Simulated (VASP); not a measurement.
Write the native input for VASP 6.6.1 that does the following.

- Task: single point
- Functional: LDA
- Potentials or basis: VASP PAW LDA potentials, release 64 (Ti_sv, B)
- Cutoff: 520 eV
- k mesh: 9 × 9 × 6
- Occupations: gaussian, width 0.1 eV
- Spin: no spin polarisation
- Dipole correction: no
- Further INCAR settings: ALGO = Normal; EDIFF = 1e-06; NBANDS = 16

The structure of TiB2 lies in POSCAR:

```
TiB2
1.0
    2.9949342187      0.0000000029      0.0000000000
   -1.4974671118      2.5936891146      0.0000000000
    0.0000000000      0.0000000000      3.1572745929
Ti B
1 2
Direct
    0.0000000000      0.0000000000      0.0000000000
    0.3333333333      0.6666666667      0.5000000000
    0.6666666667      0.3333333333      0.5000000000
```

One way to write it, as run:

INCAR

```
SYSTEM = TiB2
PREC     = Accurate       ! precision mode
ENCUT    = 520            ! plane-wave cutoff, eV
EDIFF    = 1E-6           ! SCF threshold, eV
ISMEAR   = 0              ! smearing method
SIGMA    = 0.1            ! smearing width, eV
LREAL    = .FALSE.        ! projectors in reciprocal space
LASPH    = .TRUE.         ! aspherical terms in the spheres
NELM     = 100            ! most SCF steps
ALGO     = Normal         ! electronic algorithm
ISIF     = 2              ! what is computed and relaxed
LWAVE    = .FALSE.        ! write WAVECAR
LCHARG   = .TRUE.         ! write CHGCAR
GGA      = CA             ! functional
LELF     = .TRUE.         ! ELF
LVHAR    = .TRUE.       
NBANDS   = 16             ! bands
```

KPOINTS

```
regular mesh
0
G
  9 9 6
  0 0 0
```

Potentials or basis: VASP PAW LDA potentials, release 64 (Ti_sv, B).

Launch:

```sh
$ cat potpaw_LDA.64/Ti_sv/POTCAR potpaw_LDA.64/B/POTCAR > POTCAR
$ mpirun -np 1 vasp_std > vasp.out
```

It gave:

| Property | Result |
| --- | --- |
| Pressure | 0.6 GPa |
| Band gap on the k mesh | zero (bands 9 and 10 overlap by 0.40 eV) |

It took 31 s on 1 thread of AMD EPYC 7R43 64-Core Processor (Zen 3) (shared host), peak memory 0.1 GiB.
